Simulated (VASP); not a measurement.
# Al (I4_1/amd) in VASP: a series of runs

Al is run at these levels: PBE; tasks: single point, relaxation of cell and atoms.

Everything below comes from runs of VASP 6.6.1. Logs are shortened: lines on timing, memory, paths and dates and some standing lists are left out, and cuts for length are marked.

## 1. The cell of the first run

Symmetry: I4_1/amd, No. 141, tetragonal system. The conventional cell has a = 4.350 Å, b = 4.350 Å, c = 2.278 Å, α = 90.00°, β = 90.00°, γ = 90.00°. Al (site symmetry -4m2) has 10 Al at 2.25 to 2.77 Å within 3.0 Å.

## 2. Single point, PBE

The input, INCAR:

```
SYSTEM = Al
  PREC = Accurate
  ENCUT = 520
  EDIFF = 1E-7
  ISMEAR = -1
  SIGMA = 0.05
  LREAL = .FALSE.
  LASPH = .TRUE.
  NELM = 100
  ALGO = Normal
  ISIF = 2
  LWAVE = .FALSE.
  LCHARG = .FALSE.
  GGA = PE
  NBANDS = 10
```

The input, KPOINTS:

```
regular mesh
0
G
  19 19 19
  0 0 0
```

The input, POSCAR:

```
Al
1.0
   -2.1752133394      2.1752133394      1.1387675685
    2.1752133394     -2.1752133394      1.1387675685
    2.1752133394      2.1752133394     -1.1387675685
Al
2
Direct
   -0.3750000000     -0.1250000000     -0.2500000000
    0.3750000000      0.1250000000      0.2500000000
```

Potentials or basis: VASP PAW PBE potentials, release 64 (Al).

Run with:

```bash
> cat potpaw_PBE.64/Al/POTCAR > POTCAR
> mpirun -np 1 vasp_std > vasp.out
```

OUTCAR:

```text
SYSTEM = Al
   PREC = Accurate
   ENCUT = 520
   EDIFF = 1E-7
   ISMEAR = -1
   LREAL = .FALSE.
   LASPH = .TRUE.
   NELM = 100
   ISIF = 2
   GGA = PE

 ion  position               nearest neighbor table
   1  0.625  0.875  0.750-   2 2.25   2 2.25   2 2.25   2 2.25   2 2.77   2 2.77   2 2.77   2 2.77

   2  0.375  0.125  0.250-   1 2.25   1 2.25   1 2.25   1 2.25   1 2.77   1 2.77   1 2.77   1 2.77

  LATTYP: Found a body centered tetragonal cell.
 ALAT       =     4.3504266788
 C/A-ratio  =     0.5235199453

  Lattice vectors:

 A1 = (  -2.1752133394,   2.1752133394,   1.1387675685)
 A2 = (   2.1752133394,  -2.1752133394,   1.1387675685)
 A3 = (   2.1752133394,   2.1752133394,  -1.1387675685)

Analysis of symmetry for initial positions (statically):
=====================================================================
 Subroutine PRICEL returns:
 Original cell was already a primitive cell.

 Routine SETGRP: Setting up the symmetry group for a
 body centered tetragonal supercell.

 Subroutine GETGRP returns: Found 16 space group operations
 (whereof  4 operations were pure point group operations)
 out of a pool of 16 trial point group operations.

The static configuration has the point symmetry C_2h.
 The point group associated with its full space group is D_4h.

Analysis of symmetry for dynamics (positions and initial velocities):
=====================================================================
 Subroutine PRICEL returns:
 Original cell was already a primitive cell.

 Routine SETGRP: Setting up the symmetry group for a
 body centered tetragonal supercell.

 Subroutine GETGRP returns: Found 16 space group operations
 (whereof  4 operations were pure point group operations)
 out of a pool of 16 trial point group operations.

The dynamic configuration has the point symmetry C_2h.
 The point group associated with its full space group is D_4h.

 Subroutine INISYM returns: Found 16 space group operations
 (whereof  4 operations are pure point group operations),
 and found     1 'primitive' translations

----------------------------------------------------------------------------------------

                                     Primitive cell

  volume of cell :      21.5526

  direct lattice vectors                    reciprocal lattice vectors
    -2.175213339  2.175213339  1.138767569     0.000000000  0.229862511  0.439071162
     2.175213339 -2.175213339  1.138767569     0.229862511  0.000000000  0.439071162
     2.175213339  2.175213339 -1.138767569     0.229862511  0.229862511  0.000000000

  length of vectors
     3.280228303  3.280228303  3.280228303     0.495600908  0.495600908  0.325074680

  position of ions in fractional coordinates (direct lattice)
     0.625000000  0.875000000  0.750000000
     0.375000000  0.125000000  0.250000000

  ion indices of the primitive-cell ions
   primitive index   ion index
                 1           1
                 2           2

----------------------------------------------------------------------------------------

 KPOINTS: regular mesh

Automatic generation of k-mesh.
 Grid dimensions read from file:
 generate k-points for:   19   19   19

 Generating k-lattice:

  Cartesian coordinates                     Fractional coordinates (reciprocal lattice)
     0.000000000  0.012098027  0.023109009     0.052631579 -0.000000000  0.000000000
     0.012098027  0.000000000  0.023109009    -0.000000000  0.052631579  0.000000000
     0.012098027  0.012098027  0.000000000     0.000000000  0.000000000  0.052631579

  Length of vectors
     0.026084258  0.026084258  0.017109194

  Shift w.r.t. Gamma in fractional coordinates (k-lattice)
     0.000000000  0.000000000  0.000000000

 Subroutine IBZKPT returns following result:
 ===========================================

 Found    550 irreducible k-points:

 Following reciprocal coordinates:
            Coordinates               Weight
  0.000000  0.000000  0.000000      1.000000
  0.052632  0.000000  0.000000      8.000000
  0.105263  0.000000  0.000000      8.000000
  0.157895 -0.000000  0.000000      8.000000
  0.210526 -0.000000  0.000000      8.000000
  0.263158  0.000000  0.000000      8.000000
[... 16 lines left out ...]
 -0.315789  0.052632 -0.000000     16.000000
 -0.263158  0.052632 -0.000000     16.000000
 [... further k-points ...]
   k-points           NKPTS =    550   k-points in BZ     NKDIM =    550   number of bands    NBANDS=     10
   number of dos      NEDOS =    301   number of ions     NIONS =      2
   total plane-waves  NPLWV =  13824
   dimension x,y,z NGX =    24 NGY =   24 NGZ =   24
   dimension x,y,z NGXF=    48 NGYF=   48 NGZF=   48
   ions per type =               2
   NGX,Y,Z   is equivalent  to a cutoff of  12.16, 12.16, 12.16 a.u.
   NGXF,Y,Z  is equivalent  to a cutoff of  24.33, 24.33, 24.33 a.u.
 SYSTEM =  Al
   PREC   = accura    normal or accurate (medium, high low for compatibility)
   ISTART =      0    job   : 0-new  1-cont  2-samecut
   ICHARG =      2    charge: 1-file 2-atom 10-const
   ISPIN  =      1    spin polarized calculation?
   LNONCOLLINEAR =      F non collinear calculations
   LSORBIT =      F    spin-orbit coupling
   LASPH  =      T    aspherical Exc in radial PAW
   ENCUT  =  520.0 eV  38.22 Ry    6.18 a.u.   6.10  6.10  6.10*2*pi/ulx,y,z
   NELM   =    100;   NELMIN=  2; NELMDL= -5     # of ELM steps
   EDIFF  = 0.1E-06   stopping-criterion for ELM
   LREAL  =      F    real-space projection
   EDIFFG = 0.1E-05   stopping-criterion for IOM
   NSW    =      0    number of steps for IOM
   IBRION =     -1    ionic relax: 0-MD 1-quasi-New 2-CG
   NFREE  =      0    steps in history (QN), initial steepest desc. (CG)
   ISIF   =      2    stress and relaxation
   ISYM   =      2    0-nonsym 1-usesym 2-fastsym
   POTIM  = 0.5000    time-step for ionic-motion
   TEBEG  =    0.0;   TEEND  =   0.0 temperature during run
   PSTRESS=    0.0 pullay stress
   NELECT =       6.0000    total number of electrons
   NUPDOWN=      -1.0000    fix difference up-down
   EMIN   =  10.00;   EMAX   =-10.00  energy-range for DOS
   EFERMI =   0.00;   METHOD = LEGACY
   ISMEAR =    -1;   SIGMA  =   0.05  broadening in eV -4-tet -1-fermi 0-gaus
   EFERMI_NEDOS =   21; number of points for ismear=-14 and -15
   IALGO  =     38    algorithm
   IMIX   =      4    mixing-type and parameters
     AMIX     =   0.40;   BMIX     =  1.00
     AMIX_MAG =   1.60;   BMIX_MAG =  1.00
  volume/ion in A,a.u.               =      10.78        72.72
  Fermi-wavevector in a.u.,A,eV,Ry     =   1.068954  2.020030 15.546867  1.142662
  Thomas-Fermi vector in A             =   2.204618
   LORBIT       =      0    0 simple, 1 ext, 2 COOP (PROOUT), +10 PAW based schemes
   GGA     = PE    functional components
   LHFCALC =     F    Hartree Fock is set to
   AEXX    =    0.0000 exact exchange contribution
   IVDW    =     0    specifies the selected vdW correction
   LEPSILON=     F    determine dielectric tensor
   LRPA    =     F    only Hartree local field effects (RPA)
 non-spin polarized calculation
  energy-cutoff  :      520.00
  volume of cell :       21.55
 maximum number of plane-waves:       600
   NGX = 13   NGY = 13   NGZ = 13

 number of electron       6.0000000 magnetization

 Free energy of the ion-electron system (eV)
  ---------------------------------------------------
  ext. energy  EPLUGINS =         0.00000000
  ---------------------------------------------------
  free energy    TOTEN  =        -3.30096506 eV

  energy without entropy =       -3.29539113  energy(sigma->0) =       -3.29817809

 E-fermi :  13.0973     XC(G=0): -11.8386

 val. band max:       13.0792550365   @ k =  -0.1579  -0.2105   0.0526
 cond. band min:      13.1096004630   @ k =  -0.3684   0.4737   0.1579
 fundamental gap:      0.0303454265
 Fermi energy:        13.0973306779

 k-point     1 :       0.0000    0.0000    0.0000
  band No.  band energies     occupation
      1      -1.1344      2.00000
      2      12.6402      1.99979
      3      12.6402      1.99979
      4      13.4112      0.00375
      5      15.6890      0.00000
      6      23.1856      0.00000
      7      25.8269      0.00000
      8      28.6853      0.00000
      9      28.6853      0.00000
     10      32.0009      0.00000

 k-point     2 :       0.0526    0.0000    0.0000
  band No.  band energies     occupation
      1      -1.0340      2.00000
      2      12.2734      2.00000
      3      12.5620      1.99996
      4      13.9615      0.00000
      5      15.8952      0.00000
      6      23.0828      0.00000
      7      25.3767      0.00000
      8      28.7524      0.00000
      9      28.9456      0.00000
     10      29.3377      0.00000

 k-point     3 :       0.1053    0.0000    0.0000
  band No.  band energies     occupation
      1      -0.7335      2.00000
      2      11.8414      2.00000
      3      12.3980      2.00000
      4      14.9435      0.00000
      5      16.4213      0.00000
      6      22.7580      0.00000
      7      24.2639      0.00000
      8      26.8467      0.00000
      9      26.9400      0.00000
     10      28.9539      0.00000

 k-point     4 :       0.1579   -0.0000    0.0000
  band No.  band energies     occupation
      1      -0.2352      2.00000
      2      11.5630      2.00000
      3      12.2601      2.00000
      4      16.1378      0.00000
      5      17.0677      0.00000
      6      21.9820      0.00000
      7      22.8042      0.00000
      8      24.5378      0.00000
      9      25.3186      0.00000
     10      28.6772      0.00000

 k-point     5 :       0.2105   -0.0000    0.0000
  band No.  band energies     occupation
      1       0.4577      2.00000
      2      11.4583      2.00000
      3      12.2124      2.00000
      4      17.4771      0.00000
      5      17.5205      0.00000
      6      20.2106      0.00000
      7      22.1179      0.00000
      8      22.4212      0.00000
      9      24.2238      0.00000
     10      27.6437      0.00000

 k-point     6 :       0.2632    0.0000    0.0000
  band No.  band energies     occupation
      1       1.3402      2.00000
      2      11.5320      2.00000
      3      12.2686      2.00000
      4      16.6991      0.00000
      5      19.0288      0.00000
      6      19.0508      0.00000
      7      20.5340      0.00000
      8      21.8672      0.00000
      9      23.3551      0.00000
     10      26.8641      0.00000
[... 183 lines left out ...]
 k-point    21 :      -0.4211    0.0526    0.0000
  band No.  band energies     occupation
      1       3.9728      2.00000
      2      11.1243      2.00000
      3      11.9277      2.00000
      4      13.4902      0.00077
      5      17.0508      0.00000
      6      18.2460      0.00000
      7      21.0380      0.00000
      8      23.2095      0.00000
      9      23.9112      0.00000
     10      27.6363      0.00000

 k-point    22 :      -0.3684    0.0526    0.0000
  band No.  band energies     occupation
      1       2.6963      2.00000
      2      10.8732      2.00000
      3      12.3492      2.00000
      4      14.5201      0.00000
      5      18.1898      0.00000
      6      19.2179      0.00000
      7      21.1737      0.00000
      8      22.0362      0.00000
      9      23.5879      0.00000
     10      27.1013      0.00000

 k-point    23 :      -0.3158    0.0526   -0.0000
  band No.  band energies     occupation
      1       1.5921      2.00000
      2      10.6088      2.00000
      3      12.2228      2.00000
      4      16.3975      0.00000
      5      18.9114      0.00000
      6      19.8809      0.00000
      7      20.7944      0.00000
      8      21.6208      0.00000
      9      23.9955      0.00000
     10      27.2134      0.00000

 k-point    24 :      -0.2632    0.0526   -0.0000
  band No.  band energies     occupation
      1       0.6698      2.00000
      2      10.5042      2.00000
      3      12.1384      2.00000
      4      17.5146      0.00000
      5      18.6267      0.00000
      6      19.8080      0.00000
      7      21.5474      0.00000
      8      22.6156      0.00000
      9      24.7663      0.00000
     10      27.8327      0.00000

 [... further k-points ...]
[... 5 lines left out ...]
  --------------------------------------------------------------------------------------
  -------------------------------------------------------------------------------------
  Total       14.8439907     14.8439907     14.8555429     -0.0000000     -0.0000000     -0.0000000
  in kB     1103.4748961   1103.4748961   1104.3336687     -0.0000000     -0.0000000     -0.0000000
  external PRESSURE =    1103.7611536 kB  Pullay stress =       0.0000000 kB

 VOLUME and BASIS-vectors are now :
 -----------------------------------------------------------------------------
  energy-cutoff  :      520.00
  volume of cell :       21.55
      direct lattice vectors                 reciprocal lattice vectors
    -2.175213339  2.175213339  1.138767569     0.000000000  0.229862511  0.439071162
     2.175213339 -2.175213339  1.138767569     0.229862511  0.000000000  0.439071162
     2.175213339  2.175213339 -1.138767569     0.229862511  0.229862511  0.000000000

 POSITION                                       TOTAL-FORCE (eV/Angst)
 -----------------------------------------------------------------------------------
      2.17521      1.08761      0.85408         0.000000     -0.000000      0.000000
      0.00000      1.08761      0.28469        -0.000000      0.000000     -0.000000
 -----------------------------------------------------------------------------------
    total drift:                                0.000000      0.000000     -0.000000

  FREE ENERGIE OF THE ION-ELECTRON SYSTEM (eV)
  ---------------------------------------------------
  free  energy   TOTEN  =        -3.3009650578 eV

  energy  without entropy=       -3.2953911320  energy(sigma->0) =       -3.29817809
```

Run time: 30 s. Hardware: 1 thread of Intel Xeon 6975P-C (Granite Rapids), shared host; peak memory 0.21 GiB.

What came out:

```
Free energy            : -3.3010 eV
Pressure               : 110.4 GPa
Band gap on the k mesh : zero (band 3 reaches 16.46 eV, above the bottom of band 4 at 6.88 eV)
```

## 3. Single point, PBE

The input, INCAR:

```
SYSTEM = Al
ALGO     = Normal         ! electronic algorithm
EDIFF    = 1E-7           ! SCF threshold, eV
ENCUT    = 520            ! plane-wave cutoff, eV
GGA      = PE             ! functional
ISIF     = 2              ! what is computed and relaxed
ISMEAR   = -1             ! smearing method
LASPH    = .TRUE.         ! aspherical terms in the spheres
LCHARG   = .FALSE.        ! write CHGCAR
LREAL    = .FALSE.        ! projectors in reciprocal space
LWAVE    = .FALSE.        ! write WAVECAR
NBANDS   = 10             ! bands
NELM     = 60             ! most SCF steps
PREC     = Accurate       ! precision mode
SIGMA    = 0.05           ! smearing width, eV
```

The input, KPOINTS:

```
k-points
0
G
  19 19 19
  0 0 0
```

The input, POSCAR:

```
Al
1.0
   -2.1744346114      2.1744346114      1.1382886974
    2.1744346114     -2.1744346114      1.1382886974
    2.1744346114      2.1744346114     -1.1382886974
Al
2
Direct
   -0.3750000000     -0.1250000000     -0.2500000000
    0.3750000000      0.1250000000      0.2500000000
```

Potentials or basis: VASP PAW PBE potentials, release 64 (Al).

Run with:

```bash
> cat potpaw_PBE.64/Al/POTCAR > POTCAR
> mpirun -np 1 vasp_std > vasp.out
```

It took 29 s on 1 thread of Intel Xeon 6975P-C (Granite Rapids), shared host; peak memory 0.2 GiB.

Results (log left out):

| Item | Value |
| --- | --- |
| Free energy | -3.2841 eV |
| Pressure | 110.8 GPa |
| Band gap on the k mesh | zero (band 3 reaches 16.48 eV, above the bottom of band 4 at 6.90 eV) |

Stress tensor (GPa, compression positive):
```
110.78   0.00   0.00
  0.00 110.78   0.00
  0.00   0.00 110.93
```

Levels at points of the mesh, in eV from the Fermi level:
```csv
k point,band 1,band 2,band 3,band 4,band 5,band 6,band 7,band 8
"(0.00, 0.00, 0.00)",-14.24,-0.46,-0.46,0.31,2.60,10.09,12.73,15.60
```

## 4. Relaxation of cell and atoms, PBE, target pressure 110 GPa, at which the enthalpy is minimised

This run uses another cell than the first one, of 10.22 Å³/atom, 0.948 times its volume.

The input, INCAR:

```
SYSTEM = Al
  PREC = Accurate
  ENCUT = 600
  EDIFF = 1E-6
  ISMEAR = -1
  SIGMA = 0.05
  LREAL = .False.
  LASPH = .True.
  NELM = 80
  ALGO = Normal
  ISIF = 3
  LWAVE = .False.
  LCHARG = .False.
  GGA = PE
  IBRION = 2
  NSW = 60
  EDIFFG = -0.005
  PSTRESS = 1100.0
```

The input, KPOINTS:

```
Automatic mesh
0
Gamma
  19 19 19
  0 0 0
```

The input, POSCAR:

```
Al
1.0
   -2.1020376841      2.1020376841      1.1561207262
    2.1020376841     -2.1020376841      1.1561207262
    2.1020376841      2.1020376841     -1.1561207262
Al
2
Direct
   -0.3750000000     -0.1250000000     -0.2500000000
    0.3750000000      0.1250000000      0.2500000000
```

Run with:

```bash
> cat potpaw_PBE.64/Al/POTCAR > POTCAR
> mpirun -np 1 vasp_std > vasp.out
```

Run time: 3.1 min. Hardware: 1 thread of Intel Xeon 6975P-C (Granite Rapids), shared host; peak memory 0.22 GiB.

It converged, with:

* Free energy: -3.3160 eV
* Relaxed volume: 10.79 Å³/atom
* Relaxed cell: a = 3.281 Å, b = 3.281 Å, c = 3.281 Å, α = 96.92°, β = 96.92°, γ = 139.36°
* Space group after relaxing (to 0.05 Å): I4_1/amd (No. 141)
* Energy change on relaxing (the enthalpy is what falls): -463.3 meV/atom
* Ionic steps: 11
* Pressure after relaxing: 110.0 GPa
* Band gap on the k mesh: zero (band 3 reaches 16.45 eV, above the bottom of band 4 at 6.87 eV)

Step by step:
```
step  energy change (eV)  largest force (eV/Å)  pressure (GPa)  volume (Å³)
   1              0.0000                0.0000          132.76        20.43
   2             -2.6844                0.0000           63.09        24.97
   3             -1.1118                0.0000          104.61        21.87
   4             -1.0550                0.0000          106.06        21.78
   5             -0.7816                0.0000          113.98        21.39
   6             -0.9443                0.0000          109.52        21.60
   7             -0.9417                0.0000          109.59        21.60
   8             -0.8974                0.0000          110.75        21.53
   9             -0.9244                0.0000          110.05        21.57
  10             -0.9249                0.0000          110.03        21.57
  11             -0.9266                0.0000          109.98        21.57
```

Final structure:
```xyz
2
Lattice="-2.1758 2.1758 1.1393 2.1758 -2.1758 1.1393 2.1758 2.1758 -1.1393" Properties=species:S:1:pos:R:3 pbc="T T T"
Al    2.1758    1.0879    0.8545
Al    0.0000    1.0879    0.2848
```

Levels at points of the mesh, in eV from the Fermi level:
```
           k point  band 1  band 2  band 3  band 4  band 5  band 6  band 7
(0.00, 0.00, 0.00)  -14.22   -0.46   -0.46    0.32    2.59   10.09   12.73
```

Caveat: the cell is relaxed towards a set pressure, so the enthalpy falls and the energy may rise.

## 5. The runs side by side

| task | cell | cutoff (eV) | gap on the mesh (eV) | pressure (GPa) |
| --- | --- | --- | --- | --- |
| single point | a = 3.280 Å, angles 96.9, 96.9, 139.4°, 2 atoms | 520 | none | 110.4 |
| single point | a = 3.279 Å, angles 96.9, 96.9, 139.4°, 2 atoms | 520 | none | 110.8 |
| relaxation of cell and atoms | relaxed to 110 GPa from a = 3.190 Å, angles 97.5, 97.5, 137.5°, 2 atoms | 600 | none | 110.0 |

Alike in all rows: level PBE; potentials or basis VASP PAW PBE potentials, release 64 (Al); no spin polarisation; k mesh 19 × 19 × 19; smearing fermi-dirac 0.05 eV.

Caveats: the cell is relaxed towards a set pressure, so the enthalpy falls and the energy may rise (some runs).

Absolute energies hang on the potentials; compare differences alone.
